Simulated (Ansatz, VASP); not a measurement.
## Two plane-wave programs on V

The input INCAR:

```
PREC = Accurate
ENCUT = 520
EDIFF = 1E-7
ISMEAR = 0
SIGMA = 0.15
LREAL = F
LASPH = T
NELM = 100
ALGO = Normal
ISIF = 2
LWAVE = F
LCHARG = F
GGA = PE
NBANDS = 20
```

The input KPOINTS:

```
Automatic mesh
0
Gamma
  21 21 10
```

The input POSCAR:

```
V
1.0
    2.6042941027      0.0000000000      0.0000000000
   -1.3021470513      2.2553848518      0.0000000000
    0.0000000000      0.0000000000      4.7233360000
V
2
Direct
    0.4739427413      0.1922496281      0.7023641765
    0.3333333333      0.6666666667      0.2500000000
```

Input for Ansatz:

```yaml
crystal:
  lattice:
    - [2.6042941027, 0.0, 0.0]
    - [-1.3021470513, 2.2553848518, 0.0]
    - [0.0, 0.0, 4.723336]
  atoms:
    - { symbol: V, position: [0.4739427413, 0.1922496281, 0.7023641765] }
    - { symbol: V, position: [0.3333333333, 0.6666666667, 0.25] }
basis:
  ecutwfc: 420
kpoints:
  mp_grid: { grid: [21, 21, 10] }
hamiltonian:
  xc: pbe
scf:
  occupations: { method: gaussian, width: 0.15 }
output:
  forces: true
  stress: true
  eigenvalues: true
```

Alike in both runs: task single point; functional PBE; k mesh 21 × 21 × 10; occupations gaussian, width 0.15 eV; no spin polarisation.

|  | VASP | Ansatz |
| --- | --- | --- |
| version | VASP 6.6.1 | Ansatz 0.2.0 |
| potentials or method | VASP PAW PBE potentials, release 64 (V_sv), cutoff 520 eV | scalar-relativistic, plane waves, PAW |
| valence electrons in the cell | 26 | 26 |

VASP gave:

* gap on the k mesh at the Fermi level (eV): none
* pressure (GPa): 3.2
* traceless stress, the component that is largest in VASP (GPa): 8.35
* rms of the force components (eV/Å): 0.997

Q: Which values does Ansatz return?

A: gap on the k mesh at the Fermi level (eV): none; pressure (GPa): 2.9; traceless stress, the component that is largest in VASP (GPa): 8.38; rms of the force components (eV/Å): 0.986.

Atom by atom the forces differ by 0.012 eV/Å (rms over components). A gap of «none» marks a metal or a gap that the smearing closes. With one functional, cell and mesh, what is left measures potentials, basis and numerics.
